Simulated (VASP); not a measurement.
# Rb2Ag in VASP: a series of runs, part 2 of 2

VASP 6.6.1. The steps go on from the part before.

### Step 4. Single point, PBE

This run uses another cell than the first one: it holds 3 atoms, not 6.

INCAR

```
PREC = Accurate
ENCUT = 520
EDIFF = 1E-7
ISMEAR = -1
SIGMA = 0.15
LREAL = False
LASPH = True
NELM = 80
ALGO = Fast
ISIF = 2
LWAVE = False
LCHARG = False
GGA = PE
NBANDS = 22
```

KPOINTS

```
regular mesh
0
Gamma
  10 10 6
```

POSCAR

```
Rb2Ag
1.0
    5.1274097151      0.0000000000      0.0000000000
    0.0000000000      5.1274097151      0.0000000000
    0.0000000000      0.0000000000      7.2858966316
Rb Ag
2 1
Direct
    0.5000000000      0.5000000000      0.0000000000
    0.0000000000      0.0000000000      0.5000000000
    0.0000000000      0.0000000000      0.0000000000
```

Potentials or basis: VASP PAW PBE potentials, release 64 (Rb_sv, Ag).

The run is started by

```
> cat potpaw_PBE.64/Rb_sv/POTCAR potpaw_PBE.64/Ag/POTCAR > POTCAR
> mpirun -np 1 vasp_std > vasp.out
```

OUTCAR:

```text
PREC = Accurate
   ENCUT = 520
   EDIFF = 1E-7
   ISMEAR = -1
   LREAL = False
   LASPH = True
   NELM = 80
   ISIF = 2
   GGA = PE

 ion  position               nearest neighbor table
   1  0.500  0.500  0.000-   3 3.63   3 3.63   3 3.63   3 3.63   2 5.14   2 5.14   2 5.14   2 5.14
                             2 5.14   2 5.14   2 5.14   2 5.14
   2  0.000  0.000  0.500-   3 3.64   3 3.64   1 5.14   1 5.14   1 5.14   1 5.14   1 5.14   1 5.14
                             1 5.14   1 5.14
   3  0.000  0.000  0.000-   1 3.63   1 3.63   1 3.63   1 3.63   2 3.64   2 3.64

  LATTYP: Found a simple tetragonal cell.
 ALAT       =     5.1274097151
 C/A-ratio  =     1.4209702435

  Lattice vectors:

 A1 = (   5.1274097151,   0.0000000000,   0.0000000000)
 A2 = (   0.0000000000,   5.1274097151,   0.0000000000)
 A3 = (   0.0000000000,   0.0000000000,   7.2858966316)

Analysis of symmetry for initial positions (statically):
=====================================================================
 Subroutine PRICEL returns:
 Original cell was already a primitive cell.

 Routine SETGRP: Setting up the symmetry group for a
 simple tetragonal supercell.

 Subroutine GETGRP returns: Found 16 space group operations
 (whereof 16 operations were pure point group operations)
 out of a pool of 16 trial point group operations.

The static configuration has the point symmetry D_4h.

Analysis of symmetry for dynamics (positions and initial velocities):
=====================================================================
 Subroutine PRICEL returns:
 Original cell was already a primitive cell.

 Routine SETGRP: Setting up the symmetry group for a
 simple tetragonal supercell.

 Subroutine GETGRP returns: Found 16 space group operations
 (whereof 16 operations were pure point group operations)
 out of a pool of 16 trial point group operations.

The dynamic configuration has the point symmetry D_4h.

 Subroutine INISYM returns: Found 16 space group operations
[... 111 lines left out ...]
   NUPDOWN=      -1.0000    fix difference up-down
   EMIN   =  10.00;   EMAX   =-10.00  energy-range for DOS
   EFERMI =   0.00;   METHOD = LEGACY
   ISMEAR =    -1;   SIGMA  =   0.15  broadening in eV -4-tet -1-fermi 0-gaus
   EFERMI_NEDOS =   21; number of points for ismear=-14 and -15
   IALGO  =     68    algorithm
   IMIX   =      4    mixing-type and parameters
     AMIX     =   0.40;   BMIX     =  1.00
     AMIX_MAG =   1.60;   BMIX_MAG =  1.00
  volume/ion in A,a.u.               =      63.85       430.88
  Fermi-wavevector in a.u.,A,eV,Ry     =   0.872532  1.648846 10.358270  0.761311
  Thomas-Fermi vector in A             =   1.991794
   LORBIT       =      0    0 simple, 1 ext, 2 COOP (PROOUT), +10 PAW based schemes
   GGA     = PE    functional components
   LHFCALC =     F    Hartree Fock is set to
   AEXX    =    0.0000 exact exchange contribution
   IVDW    =     0    specifies the selected vdW correction
   LEPSILON=     F    determine dielectric tensor
   LRPA    =     F    only Hartree local field effects (RPA)
 non-spin polarized calculation
 RMM-DIIS sequential band-by-band and
  energy-cutoff  :      520.00
  volume of cell :      191.55
 maximum number of plane-waves:      5207
 NGX is ok and might be reduce to    40

 number of electron      28.9999996 magnetization

 Free energy of the ion-electron system (eV)
  ---------------------------------------------------
  ext. energy  EPLUGINS =         0.00000000
  ---------------------------------------------------
  free energy    TOTEN  =        -4.38175774 eV

  energy without entropy =       -4.23124929  energy(sigma->0) =       -4.30650351

 E-fermi :   0.6123     XC(G=0):  -6.1351

 val. band max:        0.6086061684   @ k =   0.1000   0.0000   0.0000
 cond. band min:       0.6182275422   @ k =   0.5000   0.0000   0.5000
 fundamental gap:      0.0096213737
 Fermi energy:         0.6122618665

 k-point     1 :       0.0000    0.0000    0.0000
  band No.  band energies     occupation
      1     -28.1008      2.00000
      2     -27.6809      2.00000
      3     -12.2050      2.00000
      4     -12.2050      2.00000
      5     -12.1449      2.00000
      6     -11.8393      2.00000
[... 589 lines left out ...]
     21       4.5943      0.00000
     22       4.6652      0.00000

 [... further k-points ...]
[... 5 lines left out ...]
  --------------------------------------------------------------------------------------
  -------------------------------------------------------------------------------------
  Total       -0.0029440     -0.0029440     -0.0013316      0.0000000      0.0000000      0.0000000
  in kB       -0.0246244     -0.0246244     -0.0111380      0.0000000      0.0000000      0.0000000
  external PRESSURE =      -0.0201289 kB  Pullay stress =       0.0000000 kB

 VOLUME and BASIS-vectors are now :
 -----------------------------------------------------------------------------
  energy-cutoff  :      520.00
  volume of cell :      191.55
      direct lattice vectors                 reciprocal lattice vectors
     5.127409715  0.000000000  0.000000000     0.195030250  0.000000000  0.000000000
     0.000000000  5.127409715  0.000000000     0.000000000  0.195030250  0.000000000
     0.000000000  0.000000000  7.285896632     0.000000000  0.000000000  0.137251467

 POSITION                                       TOTAL-FORCE (eV/Angst)
 -----------------------------------------------------------------------------------
      2.56370      2.56370      0.00000         0.000000      0.000000      0.000000
      0.00000      0.00000      3.64295         0.000000      0.000000      0.000000
      0.00000      0.00000      0.00000         0.000000      0.000000      0.000000
 -----------------------------------------------------------------------------------
    total drift:                               -0.000000     -0.000000     -0.000000

  FREE ENERGIE OF THE ION-ELECTRON SYSTEM (eV)
  ---------------------------------------------------
  free  energy   TOTEN  =        -4.3817577358 eV

  energy  without entropy=       -4.2312492938  energy(sigma->0) =       -4.30650351
```

OSZICAR:

```text
N       E                     dE             d eps       ncg     rms          rms(c)
DAV:   1     0.178861945293E+03    0.17886E+03   -0.11371E+04  3696   0.103E+03
DAV:   2     0.954398601497E+01   -0.16932E+03   -0.16297E+03  4856   0.225E+02
DAV:   3    -0.369588483244E+01   -0.13240E+02   -0.13174E+02  4720   0.610E+01
[... 11 lines left out ...]
RMM:  15    -0.438175689516E+01   -0.90907E-06   -0.80568E-06  6120   0.722E-03    0.122E-03
RMM:  16    -0.438175734019E+01   -0.44504E-06   -0.40525E-06  5607   0.512E-03    0.582E-04
RMM:  17    -0.438175755854E+01   -0.21834E-06   -0.18450E-06  5051   0.367E-03    0.490E-04
RMM:  18    -0.438175766557E+01   -0.10704E-06   -0.10492E-06  4128   0.239E-03    0.147E-04
RMM:  19    -0.438175773581E+01   -0.70241E-07   -0.48128E-07  3500   0.159E-03
   1 F= -.43817577E+01 E0= -.43065035E+01  d E =-.150508E+00
```

stdout:

```text
POSCAR found type information on POSCAR RbAg
 POSCAR found :  2 types and       3 ions
 scaLAPACK will be used
 LDA part: xc-table for (Slater+PW92), standard interpolation
 POSCAR, INCAR and KPOINTS ok, starting setup
 FFT: planning ... GRIDC
 FFT: planning ... GRID_SOFT
 FFT: planning ... GRID
 WAVECAR not read
 entering main loop
 num prob RMM:  15    -0.438175689516E+01   -0.90907E-06   -0.80568E-06  6120   0.722E-03    0.122E-03
 num prob RMM:  16    -0.438175734019E+01   -0.44504E-06   -0.40525E-06  5607   0.512E-03    0.582E-04
 num prob  num prob  num prob  num prob  num prob  num prob  num prob  num prob  num prob  num prob  num prob  num prob  num prob  num prob  num prob  num prob RMM:  17    -0.438175755854E+01   -0.21834E-06   -0.18450E-06  5051   0.367E-03    0.490E-04
 num prob  num prob  num prob  num prob  num prob  num prob  num prob  num prob  num prob  num prob  num prob  num prob  num prob  num prob  num prob  num prob  num prob  num prob  num prob  num prob  num prob  num prob  num prob  num prob  num prob  num prob  num prob  num prob RMM:  18    -0.438175766557E+01   -0.10704E-06   -0.10492E-06  4128   0.239E-03    0.147E-04
 num prob  num prob  num prob  num prob  num prob  num prob  num prob  num prob  num prob  num prob  num prob  num prob  num prob  num prob  num prob  num prob  num prob  num prob  num prob  num prob  num prob  num prob  num prob  num prob  num prob  num prob  num prob  num prob  num prob  num prob  num prob  num prob  num prob  num prob  num prob  num prob  num prob  num prob  num prob  num prob  num prob  num prob  num prob  num prob  num prob  num prob  num prob  num prob  num prob  num prob  num prob RMM:  19    -0.438175773581E+01   -0.70241E-07   -0.48128E-07  3500   0.159E-03
```

It took 4.4 min on 1 thread of Intel Xeon 6975P-C (Granite Rapids), shared host; peak memory 0.51 GiB.

Results:

| Item | Value |
| --- | --- |
| Free energy | -4.3818 eV |
| Pressure | 0.0 GPa |
| Band gap on the k mesh | zero (an odd number of electrons rules out a gap without spin polarisation) |

### Step 5. The runs side by side

| cell | k mesh | smearing | further INCAR settings | gap on the mesh (eV) | pressure (GPa) |
| --- | --- | --- | --- | --- | --- |
| a = 5.108, b = 7.307, c = 10.216 Å, 6 atoms, atomic positions A | 4 × 4 × 2 | gaussian 0.2 eV | ALGO = Fast; EDIFF = 1e-07; NBANDS = 38 | none | 0.0 |
| a = 5.093, b = 7.289, c = 10.165 Å, angles 89.4, 90.3, 89.8°, 6 atoms, atomic positions B | 4 × 4 × 2 | gaussian 0.2 eV | ALGO = Fast; EDIFF = 1e-06; NBANDS = 38 | none | 0.0 |
| a = 5.127, b = 5.127, c = 7.286 Å, 3 atoms, atomic positions C | 10 × 10 × 6 | fermi-dirac 0.15 eV | ALGO = Fast; EDIFF = 1e-07; NBANDS = 22 | none | 0.0 |

Alike in all rows: task single point; level PBE; potentials or basis VASP PAW PBE potentials, release 64 (Rb_sv, Ag); no spin polarisation; cutoff (eV) 520.

Absolute energies hang on the potentials; compare differences alone.
